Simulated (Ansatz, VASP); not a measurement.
**CdF2 in VASP and in Ansatz**

```
Cd F
1.0
     0.00000    2.73109    2.66728
     2.73109    0.00000    2.66728
     2.73109    2.73109    0.00000
Cd F
1 2
Direct
  0.00000 0.00000 0.00000
  0.25000 0.25000 0.25000
  0.75000 0.75000 0.75000
```

Change from the starting cell: epitaxial_xy strain +1.4%.

Alike in both runs: task single point; functional PBE; k mesh 8 × 8 × 8; occupations fermi-dirac, width 0.02 eV; no spin polarisation.

|  | VASP | Ansatz |
| --- | --- | --- |
| version | VASP 6.6.1 | Ansatz 0.2.0 |
| potentials or method | VASP PAW PBE potentials, release 64 (Cd, F) | plane waves, PAW |
| plane-wave cutoff (eV) | 520 | 420 |
| valence electrons in the cell | 26 | 34 |

VASP gave:

| Property | Result |
| --- | --- |
| gap on the k mesh at the Fermi level (eV) | 2.98 |
| pressure (GPa) | 4.1 |
| traceless stress, the component that is largest in VASP (GPa) | 1.69 |

Q: What did Ansatz give for the same quantities?

A: gap on the k mesh at the Fermi level (eV): 3.02; pressure (GPa): 3.5; traceless stress, the component that is largest in VASP (GPa): 1.71.

VASP's potentials hold 26 valence electrons a cell and Ansatz's 34, so a difference there can come from the potentials and not from the codes.
